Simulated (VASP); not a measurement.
Input of a VASP 6.6.1 run:

Contents of INCAR:

```
SYSTEM = RbLiAlH4
PREC     = Accurate       ! precision mode
ENCUT    = 600            ! plane-wave cutoff, eV
EDIFF    = 1E-6           ! SCF threshold, eV
ISMEAR   = 0              ! smearing method
SIGMA    = 0.1            ! smearing width, eV
LREAL    = .False.        ! projectors in reciprocal space
LASPH    = .True.         ! aspherical terms in the spheres
NELM     = 100            ! most SCF steps
ALGO     = Normal         ! electronic algorithm
ISIF     = 3              ! what is computed and relaxed
LWAVE    = .False.        ! write WAVECAR
LCHARG   = .False.        ! write CHGCAR
GGA      = PE             ! functional
IBRION   = 2              ! ionic algorithm
NSW      = 100            ! ionic steps
EDIFFG   = -0.01          ! ionic threshold
```

File KPOINTS:

```
Automatic mesh
0
Gamma
  8 8 8
  0 0 0
```

File POSCAR:

```
RbLiAlH4
1.0
    0.0000000000      3.9898459786      3.9898459786
    3.9898459786      0.0000000000      3.9898459786
    3.9898459786      3.9898459786      0.0000000000
Rb Li Al H
1 1 1 4
Direct
    0.0000000000      0.0000000000      0.0000000000
    0.7500000000      0.7500000000      0.7500000000
    0.5000000000      0.5000000000      0.5000000000
    0.1422573664      0.6192475445      0.6192475445
    0.6192475445      0.1422573664      0.6192475445
    0.6192475445      0.6192475445      0.1422573664
    0.6192475445      0.6192475445      0.6192475445
```

Potentials or basis: VASP PAW PBE potentials, release 64 (Rb_sv, Li_sv, Al, H).

Launch:

```sh
$ cat potpaw_PBE.64/Rb_sv/POTCAR potpaw_PBE.64/Li_sv/POTCAR potpaw_PBE.64/Al/POTCAR potpaw_PBE.64/H/POTCAR > POTCAR
$ mpirun -np 1 vasp_std > vasp.out
```

Problem. Estimate the space group after relaxing (to 0.05 Å).

Solution. F-43m (No. 216).

Problem. Predict the relaxed volume.

Solution. 18.14 Å³/atom.

Problem. What does it give for the relaxed cell?

Solution. a = 5.642 Å, b = 5.642 Å, c = 5.642 Å, α = 60.00°, β = 60.00°, γ = 60.00°.

Final structure:
```
Rb Li Al H
1.0
     0.00000    3.98931    3.98931
     3.98931    0.00000    3.98931
     3.98931    3.98931    0.00000
Rb Li Al H
1 1 1 4
Cartesian
  3.9893 3.9893 7.9786
  5.9840 5.9840 5.9840
  3.9893 3.9893 3.9893
  4.9402 3.0384 3.0384
  3.0384 4.9402 3.0384
  3.0384 3.0384 4.9402
  4.9402 4.9402 4.9402
```

Caveat: the cutoff is under 1.25 times the usual one of these potentials, so pressure, stress and relaxed cells hold a basis-set (Pulay) error.
